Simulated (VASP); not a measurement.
A run of VASP 6.6.1 is set up as follows.

The input INCAR:

```
SYSTEM = TaWC2
ALGO = Normal
EDIFF = 1E-6
ENCUT = 700
GGA_COMPAT = .False.
ISIF = 2
ISMEAR = -1
LASPH = .True.
LCHARG = .False.
LREAL = .False.
LWAVE = .False.
NBANDS = 26
NELM = 120
PREC = Accurate
SIGMA = 0.05
```

Contents of KPOINTS:

```
k-points
0
Gamma
  10 10 10
  0 0 0
```

POSCAR

```
TaWC2
1.0
    1.5613054648      0.9014201304      5.0673795820
   -1.5613054648      0.9014201304      5.0673795820
    0.0000000000     -1.8028402609      5.0673795820
W Ta C
1 1 2
Direct
    0.0000000000      0.0000000000      0.0000000000
    0.5000000000      0.5000000000      0.5000000000
    0.2509330000      0.2509330000      0.2509330000
    0.7490670000      0.7490670000      0.7490670000
```

Potentials or basis: VASP PAW LDA potentials, release 64 (W_sv, Ta_sv_GW, C).

Run with:

```bash
$ cat potpaw_LDA.64/W_sv/POTCAR potpaw_LDA.64/Ta_sv_GW/POTCAR potpaw_LDA.64/C/POTCAR > POTCAR
$ mpirun -np 1 vasp_std > vasp.out
```

Question: Predict the band gap on the k mesh.

Answer: Zero (an odd number of electrons rules out a gap without spin polarisation).

Question: Predict the pressure.

Answer: -8.7 GPa.

Forces on the atoms (eV/Å):
```
W    0.000  0.000  0.000
Ta   0.000  0.000  0.000
C    0.000  0.000  0.064
C    0.000  0.000 -0.064
```

Caveat: the cell stands under tension; spin-orbit coupling is left out, which moves the levels of the heavy elements; an odd number of electrons without spin polarisation forces a metal; a magnetic or distorted state may lie lower.
